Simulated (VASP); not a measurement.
A run of VASP 6.6.1 is set up as follows.

File INCAR:

```
  PREC = Accurate
  ENCUT = 520
  EDIFF = 1E-6
  ISMEAR = 0
  SIGMA = 0.1
  LREAL = False
  LASPH = True
  NELM = 80
  ALGO = Normal
  ISIF = 2
  LWAVE = False
  LCHARG = True
  GGA = PE
  LELF = True
  LVHAR = True
  NBANDS = 20
```

File KPOINTS:

```
Automatic mesh
0
Gamma
  12 12 8
```

Contents of POSCAR:

```
LiSi2
1.0
    4.2214492659     -0.0000000285      0.0000000000
   -2.1107246082      3.6558823193      0.0000000000
    0.0000000000      0.0000000000      5.4578823061
Li Si
2 4
Direct
    0.0000000000      0.0000000000      0.2500000000
    0.0000000000      0.0000000000      0.7500000000
    0.6666666667      0.3333333333      0.0284075695
    0.3333333333      0.6666666667      0.5284075695
    0.6666666667      0.3333333333      0.4715924305
    0.3333333333      0.6666666667      0.9715924305
```

Potentials or basis: VASP PAW PBE potentials, release 64 (Li_sv, Si).

Run with:

```bash
$ cat potpaw_PBE.64/Li_sv/POTCAR potpaw_PBE.64/Si/POTCAR > POTCAR
$ mpirun -np 1 vasp_std > vasp.out
```

Task: Predict the band gap on the k mesh.

Result: Zero (band 11 reaches 9.56 eV, above the bottom of band 12 at 6.46 eV).
